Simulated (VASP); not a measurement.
# Ge (C2/m) in VASP: single point with PBEsol

Aim: the single point of Ge with PBEsol.

Everything below comes from runs of VASP 6.6.1. Logs are shortened: lines on timing, memory, paths and dates and some standing lists are left out, and cuts for length are marked.

### Step 1. The cell of the first run

Symmetry: C2/m, No. 12, monoclinic system. Conventional cell: a = 5.842 Å, b = 4.992 Å, c = 2.876 Å, α = 90.00°, β = 115.10°, γ = 90.00°. Within 3.6 Å of Ge (site symmetry m) lie 9 Ge at 2.65 to 3.51 Å.

### Step 2. Single point, PBEsol (strain -0.0750 x Voigt [0, 0, 0, 1, 0, 0])

INCAR

```
SYSTEM = Ge
PREC = Accurate ; ENCUT = 520
EDIFF = 1E-6 ; ISMEAR = 0
SIGMA = 0.15 ; LREAL = .False.
LASPH = .True. ; NELM = 80
ALGO = Fast ; ISIF = 2
LWAVE = .False. ; LCHARG = .False.
GGA = PS ; NBANDS = 21
```

KPOINTS

```
Automatic mesh
0
Gamma
  20 20 20
  0 0 0
```

POSCAR

```
Ge
1.0
   -2.4958980000      2.5969774875      1.3375396375
    2.4958980000     -2.7047485125      1.5363543625
    2.4958980000      2.7047485125     -1.5363543625
Ge
2
Direct
    0.1859430000      0.9359430000      0.2500000000
    0.8140570000      0.0640570000      0.7500000000
```

Potentials or basis: VASP PAW PBE potentials, release 64 (Ge_d).

Command:

```bash
$ cat potpaw_PBE.64/Ge_d/POTCAR > POTCAR
$ mpirun -np 1 vasp_std > vasp.out
```

OUTCAR:

```text
SYSTEM = Ge
   PREC = Accurate
   ENCUT = 520
   EDIFF = 1E-6
   ISMEAR = 0
   LREAL = .False.
   LASPH = .True.
   NELM = 80
   ISIF = 2
   GGA = PS

 ion  position               nearest neighbor table
   1  0.186  0.936  0.250-   2 2.65   2 2.71   2 2.72   2 2.72
   2  0.814  0.064  0.750-   1 2.65   1 2.71   1 2.72   1 2.72

  LATTYP: Found a base centered monoclinic cell.
 ALAT       =     5.8423640258
 B/A-ratio  =     0.8544137233
 C/A-ratio  =     0.4922517639
 COS(beta)  =    -0.4242398838

  Lattice vectors:

 A1 = (  -2.4958980000,  -2.5969774875,  -1.3375396375)
 A2 = (   2.4958980000,  -2.5969774875,  -1.3375396375)
 A3 = (   0.0000000000,  -0.1077710250,   2.8738940000)

Analysis of symmetry for initial positions (statically):
=====================================================================
 Subroutine PRICEL returns:
 Original cell was already a primitive cell.

 Routine SETGRP: Setting up the symmetry group for a
 base centered monoclinic supercell.

 Subroutine GETGRP returns: Found  4 space group operations
 (whereof  4 operations were pure point group operations)
 out of a pool of  4 trial point group operations.

The static configuration has the point symmetry C_2h.

Analysis of symmetry for dynamics (positions and initial velocities):
=====================================================================
 Subroutine PRICEL returns:
 Original cell was already a primitive cell.

 Routine SETGRP: Setting up the symmetry group for a
 base centered monoclinic supercell.

 Subroutine GETGRP returns: Found  4 space group operations
 (whereof  4 operations were pure point group operations)
 out of a pool of  4 trial point group operations.

The dynamic configuration has the point symmetry C_2h.

 Subroutine INISYM returns: Found  4 space group operations
 (whereof  4 operations are pure point group operations),
 and found     1 'primitive' translations

----------------------------------------------------------------------------------------

                                     Primitive cell

  volume of cell :      37.9755

  direct lattice vectors                    reciprocal lattice vectors
    -2.495898000  2.596977487  1.337539637     0.000000000  0.201950311  0.355533082
     2.495898000 -2.704748513  1.536354363     0.200328699  0.013066873  0.348449953
[... 82 lines left out ...]
   LASPH  =      T    aspherical Exc in radial PAW
   ENCUT  =  520.0 eV  38.22 Ry    6.18 a.u.   7.14  7.42  7.42*2*pi/ulx,y,z
   NELM   =     80;   NELMIN=  2; NELMDL= -5     # of ELM steps
   EDIFF  = 0.1E-05   stopping-criterion for ELM
   LREAL  =      F    real-space projection
   EDIFFG = 0.1E-04   stopping-criterion for IOM
   NSW    =      0    number of steps for IOM
   IBRION =     -1    ionic relax: 0-MD 1-quasi-New 2-CG
   NFREE  =      0    steps in history (QN), initial steepest desc. (CG)
   ISIF   =      2    stress and relaxation
   ISYM   =      2    0-nonsym 1-usesym 2-fastsym
   POTIM  = 0.5000    time-step for ionic-motion
   TEBEG  =    0.0;   TEEND  =   0.0 temperature during run
   PSTRESS=    0.0 pullay stress
   NELECT =      28.0000    total number of electrons
   NUPDOWN=      -1.0000    fix difference up-down
   EMIN   =  10.00;   EMAX   =-10.00  energy-range for DOS
   EFERMI =   0.00;   METHOD = LEGACY
   ISMEAR =     0;   SIGMA  =   0.15  broadening in eV -4-tet -1-fermi 0-gaus
   EFERMI_NEDOS =   21; number of points for ismear=-14 and -15
   IALGO  =     68    algorithm
   IMIX   =      4    mixing-type and parameters
     AMIX     =   0.40;   BMIX     =  1.00
     AMIX_MAG =   1.60;   BMIX_MAG =  1.00
  volume/ion in A,a.u.               =      18.99       128.14
  Fermi-wavevector in a.u.,A,eV,Ry     =   1.478971  2.794850 29.760768  2.187355
  Thomas-Fermi vector in A             =   2.593186
   LORBIT       =      0    0 simple, 1 ext, 2 COOP (PROOUT), +10 PAW based schemes
   GGA     = PS    functional components
   LHFCALC =     F    Hartree Fock is set to
   AEXX    =    0.0000 exact exchange contribution
   IVDW    =     0    specifies the selected vdW correction
   LEPSILON=     F    determine dielectric tensor
   LRPA    =     F    only Hartree local field effects (RPA)
 non-spin polarized calculation
 RMM-DIIS sequential band-by-band and
 Gauss-broadening in eV      SIGMA  =   0.15
  energy-cutoff  :      520.00
  volume of cell :       37.98
 maximum number of plane-waves:      1042
 NGX is ok and might be reduce to    30
   NGX = 15   NGY = 15   NGZ = 15

 number of electron      28.0000013 magnetization

 Free energy of the ion-electron system (eV)
  ---------------------------------------------------
  ext. energy  EPLUGINS =         0.00000000
  ---------------------------------------------------
  free energy    TOTEN  =        -9.49043825 eV

  energy without entropy =       -9.48078416  energy(sigma->0) =       -9.48561120

 E-fermi :   6.3894     XC(G=0): -11.3484

 val. band max:        6.3893041190   @ k =  -0.0500   0.3000   0.0500
 cond. band min:       6.3905117707   @ k =  -0.3000  -0.2000   0.1000
 fundamental gap:      0.0012076517
 Fermi energy:         6.3893833075

 k-point     1 :       0.0000    0.0000    0.0000
  band No.  band energies     occupation
      1     -18.2647      2.00000
      2     -18.1885      2.00000
      3     -18.1851      2.00000
      4     -18.1833      2.00000
      5     -18.1488      2.00000
      6     -18.1114      2.00000
[... 565 lines left out ...]
     20      16.0342      0.00000
     21      19.9855      0.00000

 [... further k-points ...]

------------------------ aborting loop because EDIFF is reached ----------------------------------------

  FORCE on cell =-STRESS in cart. coord.  units (eV):
  Direction    XX          YY          ZZ          XY          YZ          ZX
  --------------------------------------------------------------------------------------
  -------------------------------------------------------------------------------------
  Total       -0.4676968     -0.5986947     -0.4843647      0.0000000      0.6746040      0.0000000
  in kB      -19.7320097    -25.2587744    -20.4352220      0.0000000     28.4613676      0.0000000
  external PRESSURE =     -21.8086687 kB  Pullay stress =       0.0000000 kB

 VOLUME and BASIS-vectors are now :
 -----------------------------------------------------------------------------
  energy-cutoff  :      520.00
  volume of cell :       37.98
      direct lattice vectors                 reciprocal lattice vectors
    -2.495898000  2.596977487  1.337539637     0.000000000  0.201950311  0.355533082
     2.495898000 -2.704748513  1.536354363     0.200328699  0.013066873  0.348449953
     2.495898000  2.704748513 -1.536354363     0.200328699  0.188883437  0.007083129

 POSITION                                       TOTAL-FORCE (eV/Angst)
 -----------------------------------------------------------------------------------
      2.49590     -1.37241      1.30256        -0.000000     -0.019878     -0.053304
      0.00000      3.96939      0.03498         0.000000      0.019878      0.053304
 -----------------------------------------------------------------------------------
    total drift:                                0.000000      0.000000     -0.000000

  FREE ENERGIE OF THE ION-ELECTRON SYSTEM (eV)
  ---------------------------------------------------
  free  energy   TOTEN  =        -9.4904382524 eV

  energy  without entropy=       -9.4807841552  energy(sigma->0) =       -9.48561120
```

OSZICAR:

```text
N       E                     dE             d eps       ncg     rms          rms(c)
DAV:   1     0.173550268505E+03    0.17355E+03   -0.14205E+04101635   0.378E+03
DAV:   2     0.142248790540E+02   -0.15933E+03   -0.15444E+03 89310   0.588E+02
DAV:   3    -0.887303941008E+01   -0.23098E+02   -0.22908E+02100741   0.132E+02
DAV:   4    -0.952369628899E+01   -0.65066E+00   -0.65018E+00 99823   0.258E+01
DAV:   5    -0.953341203408E+01   -0.97157E-02   -0.97155E-02100435   0.345E+00    0.204E+00
RMM:   6    -0.950212928742E+01    0.31283E-01   -0.29916E-02111913   0.230E+00    0.114E+00
RMM:   7    -0.949074873186E+01    0.11381E-01   -0.21727E-02113416   0.163E+00    0.120E-01
RMM:   8    -0.949036154632E+01    0.38719E-03   -0.30552E-03114889   0.822E-01    0.552E-02
RMM:   9    -0.949042572619E+01   -0.64180E-04   -0.60449E-04121584   0.221E-01    0.366E-02
RMM:  10    -0.949043536937E+01   -0.96432E-05   -0.15115E-04116000   0.172E-01    0.619E-03
RMM:  11    -0.949043636241E+01   -0.99304E-06   -0.49771E-05116620   0.818E-02    0.734E-03
RMM:  12    -0.949043868990E+01   -0.23275E-05   -0.19387E-05 95278   0.413E-02    0.122E-02
RMM:  13    -0.949043825236E+01    0.43753E-06   -0.28685E-06 71974   0.228E-02
   1 F= -.94904383E+01 E0= -.94856112E+01  d E =-.965410E-02
```

Run time: 41 min. Hardware: 1 thread of Oxide Virtual Turin-like, shared host; peak memory 1.2 GiB.

What came out:

```yaml
Free_energy: -9.4904 eV
Pressure: -2.2 GPa
Largest_force: 0.057 eV/Å
Band_gap_on_the_k_mesh: zero (bands 14 and 15 overlap by 5.79 eV)
```

Forces in eV/Å, atoms in the order of the input:
```
Ge   0.000 -0.020 -0.053
Ge   0.000  0.020  0.053
```

Stress tensor (GPa, compression positive):
```
-1.97  0.00  0.00
 0.00 -2.53  2.85
 0.00  2.85 -2.04
```

Levels at points of the mesh, in eV from the Fermi level:
| k point | band 10 | band 11 | band 12 | band 13 | band 14 | band 15 | band 16 | band 17 | band 18 | band 19 |
| --- | --- | --- | --- | --- | --- | --- | --- | --- | --- | --- |
| (0.00, 0.00, 0.00) | -24.34 | -13.10 | -3.79 | -2.31 | -1.89 | 3.45 | 6.99 | 7.01 | 7.89 | 8.25 |
| (0.50, 0.00, 0.00) | -24.42 | -7.67 | -6.74 | -2.24 | -1.76 | -1.07 | 1.23 | 2.32 | 3.68 | 10.13 |
| (0.00, 0.50, 0.00) | -24.36 | -8.16 | -5.90 | -3.49 | -2.58 | -1.35 | 3.23 | 4.03 | 6.55 | 8.51 |
| (0.50, 0.50, 0.00) | -24.44 | -10.36 | -10.33 | 0.66 | 0.73 | 2.28 | 2.30 | 6.35 | 7.12 | 10.40 |
| (0.00, 0.50, 0.50) | -24.43 | -8.36 | -7.15 | -1.59 | -1.29 | -0.44 | 1.80 | 4.08 | 4.72 | 9.05 |
| (0.50, 0.50, 0.50) | -24.44 | -9.06 | -8.21 | -5.84 | -5.59 | 4.46 | 6.91 | 10.76 | 11.24 | 12.36 |

Caveat: the cell differs from its parent crystal (strain -0.0750 x Voigt [0, 0, 0, 1, 0, 0]); the PAW data sets were made with another functional, which shifts forces and pressure a little.
